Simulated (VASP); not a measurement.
Co2Te: relaxation of cell and atoms with PBE

Co2Te:

```
Co Te
1.0
     0.00000    2.95946    2.95946
     2.95946    0.00000    2.95946
     2.95946    2.95946    0.00000
Co Te
2 1
Direct
  0.25000 0.25000 0.25000
  0.75000 0.75000 0.75000
  0.00000 0.00000 0.00000
```

```
Program                : VASP 6.6.1
Task                   : relaxation of cell and atoms
Functional             : PBE
Potentials or basis    : VASP PAW PBE potentials, release 64 (Co, Te)
Cutoff                 : 600 eV
k mesh                 : 6 × 6 × 6
Occupations            : gaussian, width 0.1 eV
Spin                   : collinear spin, ferromagnetic start
Starting moments       : [0.21, 0.21, 0.0] μB
Dipole correction      : no
Further INCAR settings : ALGO = Fast; EDIFF = 1e-06; IBRION = 2; EDIFFG = -0.04; NSW = 90; ISIF = 3
```

```json
{
  "Relaxed volume": "15.66 Å³/atom",
  "Relaxed cell": "a = 4.050 Å, b = 4.050 Å, c = 4.050 Å, α = 60.00°, β = 60.00°, γ = 60.00°",
  "Space group after relaxing (to 0.05 Å)": "Fm-3m (No. 225)",
  "Energy gained by relaxing": "61.0 meV/atom",
  "Ionic steps": "3",
  "Pressure after relaxing": "0.1 GPa",
  "Net moment": "0.16 μB per cell",
  "Site moments": "Co +0.09; Te -0.00 μB",
  "Valence electrons inside the program's atomic spheres": "Co 8.32; Te 3.52"
}
```

Step by step:
| step | energy change (eV) | largest force (eV/Å) | pressure (GPa) | volume (Å³) |
| --- | --- | --- | --- | --- |
| 1 | 0.0000 | 0.0000 | -10.92 | 51.84 |
| 2 | -0.0479 | 0.0000 | 14.74 | 43.50 |
| 3 | -0.1830 | 0.0000 | 0.07 | 46.97 |

Final structure:
```cif
data_structure
_symmetry_space_group_name_H-M 'P 1'
_symmetry_Int_Tables_number 1
_cell_length_a 4.0499
_cell_length_b 4.0499
_cell_length_c 4.0499
_cell_angle_alpha 60.000
_cell_angle_beta 60.000
_cell_angle_gamma 60.000
_cell_volume 46.97
loop_
_atom_site_label
_atom_site_type_symbol
_atom_site_fract_x
_atom_site_fract_y
_atom_site_fract_z
_atom_site_occupancy
Co1 Co 0.25000 0.25000 0.25000 1
Co2 Co 0.75000 0.75000 0.75000 1
Te1 Te 0.00000 0.00000 0.00000 1
```

Levels at points of the mesh, in eV from the Fermi level:
Spin up:
| k point | band 8 | band 9 | band 10 | band 11 | band 12 | band 13 | band 14 | band 15 | band 16 |
| --- | --- | --- | --- | --- | --- | --- | --- | --- | --- |
| (0.00, 0.00, 0.00) | -0.78 | -0.78 | -0.24 | -0.24 | 2.04 | 2.61 | 2.61 | 2.61 | 3.58 |
| (0.50, 0.00, 0.00) | -1.50 | -1.50 | -1.45 | -1.45 | -1.32 | 1.62 | 1.62 | 2.75 | 5.05 |
| (0.50, 0.50, 0.00) | -1.31 | -1.31 | -0.99 | -0.99 | -0.75 | -0.28 | -0.02 | 2.99 | 3.34 |
Spin down:
```csv
k point,band 8,band 9,band 10,band 11,band 12,band 13,band 14,band 15,band 16
"(0.00, 0.00, 0.00)",-0.73,-0.73,-0.07,-0.07,2.03,2.64,2.64,3.58,3.58
"(0.50, 0.00, 0.00)",-1.39,-1.39,-1.39,-1.39,-1.29,1.68,1.68,2.76,5.08
"(0.50, 0.50, 0.00)",-1.27,-1.27,-0.95,-0.95,-0.70,-0.11,0.13,3.05,3.36
```

Wall time 110 s on 1 thread of AMD EPYC 9R14 (Zen 4), on a shared host, peak memory 0.23 GiB.

Caveat: spin-orbit coupling is left out, which moves the levels of the heavy elements.
